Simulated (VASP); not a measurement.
PbSe:

```
Pb Se
1.0
     3.78432    0.00000    0.00000
     0.00000    3.78432    0.00000
     0.00000    0.00000    3.78432
Pb Se
1 1
Cartesian
  0.0000 0.0000 0.0000
  1.8922 1.8922 1.8922
```

```yaml
Program: VASP 6.6.1
Task: relaxation of cell and atoms
Functional: BLYP
Potentials_or_basis: VASP PAW PBE potentials, release 64 (Pb_d, Se)
Cutoff: 600 eV
k_mesh: 7 × 7 × 7
Occupations: fermi-dirac, width 0.05 eV
Spin: no spin polarisation
```

At the start: pressure 4.1 GPa; volume 27.10 Å³/atom.

**Question.** Where does the relaxation end?

**Answer.** Over 3 steps the energy falls by 28.4 meV/atom and the volume is 29.46 Å³/atom (+8.7 %); space group Pm-3m (No. 221, to 0.05 Å).

Step by step:
```tsv
step	energy change (eV)	largest force (eV/Å)	pressure (GPa)	volume (Å³)
1	0.0000	0.0000	4.09	54.20
2	-0.0553	0.0000	-0.60	59.80
3	-0.0569	0.0000	0.02	58.92
```

Final structure:
```xyz
2
Lattice="3.8913 0.0000 0.0000 0.0000 3.8913 0.0000 0.0000 0.0000 3.8913" Properties=species:S:1:pos:R:3 pbc="T T T"
Pb    0.0000    0.0000    0.0000
Se    1.9457    1.9457    1.9457
```

Caveat: the PAW data sets were made with another functional, which shifts forces and pressure a little.
